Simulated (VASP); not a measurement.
# Ni (Fm-3m) in VASP: single point with PBE

Aim: the single point of Ni with PBE.

Everything below comes from runs of VASP 6.6.1. Logs are shortened: lines on timing, memory, paths and dates and some standing lists are left out, and cuts for length are marked.

## Step 1: The cell of the first run

Symmetry: Fm-3m, No. 225, cubic system. Conventional cell: a = 3.520 Å, b = 3.520 Å, c = 3.520 Å, α = 90.00°, β = 90.00°, γ = 90.00°. Ni (site symmetry m-3m) has 12 Ni at 2.49 Å within 3.3 Å.

## Step 2: Single point, PBE, collinear spin, ferromagnetic start

The input, INCAR:

```
SYSTEM = Ni
PREC = Accurate ; ENCUT = 600
EDIFF = 1E-6 ; ISMEAR = 0
SIGMA = 0.1 ; LREAL = .False.
LASPH = .True. ; NELM = 200
ALGO = Normal ; ISIF = 2
LWAVE = .False. ; LCHARG = .True.
ISPIN = 2 ; MAGMOM = 0.81
LORBIT = 11 ; LMAXMIX = 4
GGA = PE ; LELF = .True.
LVHAR = .True. ; NBANDS = 15
GGA_COMPAT = .False.
```

The input, KPOINTS:

```
regular mesh
0
Gamma
  10 10 10
  0 0 0
```

The input, POSCAR:

```
Ni
1.0
    0.0000000000      1.7597920542      1.7597920542
    1.7597920542      0.0000000000      1.7597920542
    1.7597920542      1.7597920542      0.0000000000
Ni
1
Direct
    0.0000000000      0.0000000000      0.0000000000
```

Potentials or basis: VASP PAW PBE potentials, release 64 (Ni).

Started as:

```console
> cat potpaw_PBE.64/Ni/POTCAR > POTCAR
> mpirun -np 1 vasp_std > vasp.out
```

OUTCAR:

```text
SYSTEM = Ni
   PREC = Accurate
   ENCUT = 600
   EDIFF = 1E-6
   ISMEAR = 0
   LREAL = .False.
   LASPH = .True.
   NELM = 200
   ISIF = 2
   ISPIN = 2
   LORBIT = 11
   GGA = PE

 ion  position               nearest neighbor table
   1  0.000  0.000  0.000-

  LATTYP: Found a face centered cubic cell.
 ALAT       =     3.5195841084

  Lattice vectors:

 A1 = (   0.0000000000,   1.7597920542,   1.7597920542)
 A2 = (   1.7597920542,   0.0000000000,   1.7597920542)
 A3 = (   1.7597920542,   1.7597920542,   0.0000000000)

Analysis of symmetry for initial positions (statically):
=====================================================================
 Subroutine PRICEL returns:
 Original cell was already a primitive cell.

 Routine SETGRP: Setting up the symmetry group for a
 face centered cubic supercell.

 Subroutine GETGRP returns: Found 48 space group operations
 (whereof 48 operations were pure point group operations)
 out of a pool of 48 trial point group operations.

The static configuration has the point symmetry O_h .

Analysis of symmetry for dynamics (positions and initial velocities):
=====================================================================
 Subroutine PRICEL returns:
 Original cell was already a primitive cell.

 Routine SETGRP: Setting up the symmetry group for a
 face centered cubic supercell.

 Subroutine GETGRP returns: Found 48 space group operations
 (whereof 48 operations were pure point group operations)
 out of a pool of 48 trial point group operations.

The dynamic configuration has the point symmetry O_h .

Analysis of structural, dynamic, and magnetic symmetry:
=====================================================================
 Subroutine PRICEL returns:
 Original cell was already a primitive cell.

 Routine SETGRP: Setting up the symmetry group for a
 face centered cubic supercell.

 Subroutine GETGRP returns: Found 48 space group operations
 (whereof 48 operations were pure point group operations)
 out of a pool of 48 trial point group operations.

The overall configuration has the point symmetry O_h .

 Subroutine INISYM returns: Found 48 space group operations
 (whereof 48 operations are pure point group operations),
 and found     1 'primitive' translations

----------------------------------------------------------------------------------------

                                     Primitive cell

  volume of cell :      10.8997

  direct lattice vectors                    reciprocal lattice vectors
     0.000000000  1.759792054  1.759792054    -0.284124479  0.284124479  0.284124479
     1.759792054  0.000000000  1.759792054     0.284124479 -0.284124479  0.284124479
     1.759792054  1.759792054  0.000000000     0.284124479  0.284124479 -0.284124479

  length of vectors
     2.488721790  2.488721790  2.488721790     0.492118033  0.492118033  0.492118033

  position of ions in fractional coordinates (direct lattice)
     0.000000000  0.000000000  0.000000000

  ion indices of the primitive-cell ions
   primitive index   ion index
                 1           1

----------------------------------------------------------------------------------------

 KPOINTS: regular mesh

Automatic generation of k-mesh.
 Grid dimensions read from file:
 generate k-points for:   10   10   10

 Generating k-lattice:

  Cartesian coordinates                     Fractional coordinates (reciprocal lattice)
    -0.028412448  0.028412448  0.028412448     0.100000000  0.000000000  0.000000000
     0.028412448 -0.028412448  0.028412448     0.000000000  0.100000000  0.000000000
     0.028412448  0.028412448 -0.028412448     0.000000000  0.000000000  0.100000000

  Length of vectors
     0.049211803  0.049211803  0.049211803

  Shift w.r.t. Gamma in fractional coordinates (k-lattice)
     0.000000000  0.000000000  0.000000000

 Subroutine IBZKPT returns following result:
 ===========================================

 Found     47 irreducible k-points:

 Following reciprocal coordinates:
            Coordinates               Weight
  0.000000  0.000000  0.000000      1.000000
  0.100000  0.000000  0.000000      8.000000
  0.200000  0.000000  0.000000      8.000000
  0.300000  0.000000  0.000000      8.000000
  0.400000  0.000000  0.000000      8.000000
  0.500000  0.000000  0.000000      4.000000
[... 16 lines left out ...]
  0.300000  0.300000  0.000000      6.000000
  0.400000  0.300000  0.000000     24.000000
 [... further k-points ...]
   k-points           NKPTS =     47   k-points in BZ     NKDIM =     47   number of bands    NBANDS=     15
   number of dos      NEDOS =    301   number of ions     NIONS =      1
   total plane-waves  NPLWV =   8000
   dimension x,y,z NGX =    20 NGY =   20 NGZ =   20
   dimension x,y,z NGXF=    40 NGYF=   40 NGZF=   40
   ions per type =               1
   NGX,Y,Z   is equivalent  to a cutoff of  13.36, 13.36, 13.36 a.u.
   NGXF,Y,Z  is equivalent  to a cutoff of  26.72, 26.72, 26.72 a.u.
 SYSTEM =  Ni
   PREC   = accura    normal or accurate (medium, high low for compatibility)
   ISTART =      0    job   : 0-new  1-cont  2-samecut
   ICHARG =      2    charge: 1-file 2-atom 10-const
   ISPIN  =      2    spin polarized calculation?
   LNONCOLLINEAR =      F non collinear calculations
   LSORBIT =      F    spin-orbit coupling
   LASPH  =      T    aspherical Exc in radial PAW
   ENCUT  =  600.0 eV  44.10 Ry    6.64 a.u.   4.97  4.97  4.97*2*pi/ulx,y,z
   NELM   =    200;   NELMIN=  2; NELMDL= -5     # of ELM steps
   EDIFF  = 0.1E-05   stopping-criterion for ELM
   LREAL  =      F    real-space projection
   EDIFFG = 0.1E-04   stopping-criterion for IOM
   NSW    =      0    number of steps for IOM
   IBRION =     -1    ionic relax: 0-MD 1-quasi-New 2-CG
   NFREE  =      0    steps in history (QN), initial steepest desc. (CG)
   ISIF   =      2    stress and relaxation
   ISYM   =      2    0-nonsym 1-usesym 2-fastsym
   POTIM  = 0.5000    time-step for ionic-motion
   TEBEG  =    0.0;   TEEND  =   0.0 temperature during run
   PSTRESS=    0.0 pullay stress
   NELECT =      10.0000    total number of electrons
   NUPDOWN=      -1.0000    fix difference up-down
   EMIN   =  10.00;   EMAX   =-10.00  energy-range for DOS
   EFERMI =   0.00;   METHOD = LEGACY
   ISMEAR =     0;   SIGMA  =   0.10  broadening in eV -4-tet -1-fermi 0-gaus
   EFERMI_NEDOS =   21; number of points for ismear=-14 and -15
   IALGO  =     38    algorithm
   IMIX   =      4    mixing-type and parameters
     AMIX     =   0.40;   BMIX     =  1.00
     AMIX_MAG =   1.60;   BMIX_MAG =  1.00
  volume/ion in A,a.u.               =      10.90        73.55
  Fermi-wavevector in a.u.,A,eV,Ry     =   1.590756  3.006092 34.429592  2.530504
  Thomas-Fermi vector in A             =   2.689401
   LORBIT       =     11    0 simple, 1 ext, 2 COOP (PROOUT), +10 PAW based schemes
   GGA     = PE    functional components
   LHFCALC =     F    Hartree Fock is set to
   AEXX    =    0.0000 exact exchange contribution
   IVDW    =     0    specifies the selected vdW correction
   LEPSILON=     F    determine dielectric tensor
   LRPA    =     F    only Hartree local field effects (RPA)
 spin polarized calculation
 Gauss-broadening in eV      SIGMA  =   0.10
  energy-cutoff  :      600.00
  volume of cell :       10.90
 maximum number of plane-waves:       373
   NGX =  9   NGY =  9   NGZ =  9

 number of electron      10.0000009 magnetization       0.7152401

 Free energy of the ion-electron system (eV)
  ---------------------------------------------------
  ext. energy  EPLUGINS =         0.00000000
  ---------------------------------------------------
  free energy    TOTEN  =        -5.47666960 eV

  energy without entropy =       -5.46809843  energy(sigma->0) =       -5.47238401

 E-fermi :   9.3637     XC(G=0): -13.2468

 val. band max:        9.3624949532   @ k =  -0.4000   0.2000   0.0000
 cond. band min:       9.3759648508   @ k =   0.5000   0.3000   0.1000
 fundamental gap:      0.0134698976
 Fermi energy:         9.3637318737

 spin component 1

 k-point     1 :       0.0000    0.0000    0.0000
  band No.  band energies     occupation
      1       0.3437      1.00000
      2       6.8556      1.00000
      3       6.8556      1.00000
      4       6.8556      1.00000
      5       8.0395      1.00000
      6       8.0395      1.00000
      7      33.0543      0.00000
      8      36.8963      0.00000
      9      36.8963      0.00000
     10      36.8963      0.00000
     11      39.8151      0.00000
     12      39.8151      0.00000
     13      39.8151      0.00000
     14      42.8057      0.00000
     15      49.0615      0.00000
[... 397 lines left out ...]
 k-point    24 :       0.4000    0.3000    0.0000
  band No.  band energies     occupation
      1       4.6938      1.00000
      2       5.5160      1.00000
      3       7.5724      1.00000
      4       8.1187      1.00000
      5       8.6722      1.00000
      6       9.3316      0.67501
      7      23.2736      0.00000
      8      24.3402      0.00000
      9      26.2131      0.00000
     10      30.5259      0.00000
     11      34.8875      0.00000
     12      49.6187      0.00000
     13      50.1683      0.00000
     14      54.4235      0.00000
     15      55.7191      0.00000

 [... further k-points ...]

 spin component 2

 k-point     1 :       0.0000    0.0000    0.0000
  band No.  band energies     occupation
      1       0.3262      1.00000
      2       7.7043      1.00000
      3       7.7043      1.00000
      4       7.7043      1.00000
      5       8.6999      1.00000
      6       8.6999      1.00000
      7      32.9000      0.00000
      8      36.8947      0.00000
      9      36.8947      0.00000
     10      36.8947      0.00000
     11      39.9489      0.00000
     12      39.9489      0.00000
     13      39.9489      0.00000
     14      42.6925      0.00000
     15      49.2968      0.00000
[... 397 lines left out ...]
 k-point    24 :       0.4000    0.3000    0.0000
  band No.  band energies     occupation
      1       4.9416      1.00000
      2       6.2342      1.00000
      3       8.1726      1.00000
      4       8.9257      1.00000
      5       9.4700      0.06639
      6       9.9306      0.00000
      7      23.3986      0.00000
      8      24.4749      0.00000
      9      26.2871      0.00000
     10      30.6586      0.00000
     11      35.0337      0.00000
     12      49.6239      0.00000
     13      50.1433      0.00000
     14      54.9757      0.00000
     15      56.3587      0.00000

 [... further k-points ...]

------------------------ aborting loop because EDIFF is reached ----------------------------------------

  FORCE on cell =-STRESS in cart. coord.  units (eV):
  Direction    XX          YY          ZZ          XY          YZ          ZX
  --------------------------------------------------------------------------------------
  -------------------------------------------------------------------------------------
  Total        0.0135463      0.0135463      0.0135463     -0.0000000      0.0000000     -0.0000000
  in kB        1.9912118      1.9912118      1.9912118     -0.0000000      0.0000000     -0.0000000
  external PRESSURE =       1.9912118 kB  Pullay stress =       0.0000000 kB

 VOLUME and BASIS-vectors are now :
 -----------------------------------------------------------------------------
  energy-cutoff  :      600.00
  volume of cell :       10.90
      direct lattice vectors                 reciprocal lattice vectors
     0.000000000  1.759792054  1.759792054    -0.284124479  0.284124479  0.284124479
     1.759792054  0.000000000  1.759792054     0.284124479 -0.284124479  0.284124479
     1.759792054  1.759792054  0.000000000     0.284124479  0.284124479 -0.284124479

 POSITION                                       TOTAL-FORCE (eV/Angst)
 -----------------------------------------------------------------------------------
      0.00000      0.00000      0.00000         0.000000      0.000000      0.000000
 -----------------------------------------------------------------------------------
    total drift:                               -0.000000     -0.000000     -0.000000

  FREE ENERGIE OF THE ION-ELECTRON SYSTEM (eV)
  ---------------------------------------------------
  free  energy   TOTEN  =        -5.4766695963 eV

  energy  without entropy=       -5.4680984267  energy(sigma->0) =       -5.47238401

 total charge

# of ion       s       p       d       tot
------------------------------------------
    1        0.499   0.499   8.307   9.305

 magnetization (x)

# of ion       s       p       d       tot
------------------------------------------
    1       -0.003  -0.022   0.752   0.726
```

It took 26 s on 1 thread of AMD EPYC 7R43 (Zen 3), shared host; peak memory 0.11 GiB.

What came out:

```yaml
Free_energy: -5.4767 eV
Pressure: 0.2 GPa
Net_moment: 0.72 μB per cell
Site_moments: Ni +0.73 μB
Valence_electrons_inside_the_program's_atomic_spheres: Ni 9.30
```
